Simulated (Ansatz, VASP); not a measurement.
One calculation of YbHf, two programs

```
CELL_PARAMETERS angstrom
3.21881 0.00000 0.00000
-1.60941 2.78757 0.00000
0.00000 0.00000 5.10857
ATOMIC_POSITIONS crystal
Yb 0.00000 0.00000 0.00000
Hf 0.00000 0.00000 0.50000
```

Alike in both runs: task single point; functional PBE; k mesh 6 × 6 × 4; occupations gaussian, width 0.1 eV; no spin polarisation.

|  | VASP | Ansatz |
| --- | --- | --- |
| version | VASP 6.6.1 | Ansatz 0.2.0 |
| potentials or method | VASP PAW PBE potentials, release 64 (Yb, Hf_pv), cutoff 520 eV | scalar-relativistic, plane waves, PAW |
| valence electrons in the cell | 34 | 50 |

Ansatz gave:

| Quantity | Value |
| --- | --- |
| gap on the k mesh at the Fermi level (eV) | none |
| pressure (GPa) | 12.9 |
| traceless stress, the component that is largest in VASP (GPa) | 28.29 |

Task: Estimate VASP's values.

Result: gap on the k mesh at the Fermi level (eV): none; pressure (GPa): 12.7; traceless stress, the component that is largest in VASP (GPa): 28.17.

A gap of «none» marks a metal or a gap that the smearing closes. VASP's potentials hold 34 valence electrons a cell and Ansatz's 50, so a difference there can come from the potentials and not from the codes.

The k mesh is coarse, so the values compare programs but aren't converged. Neither program's run includes spin-orbit coupling.
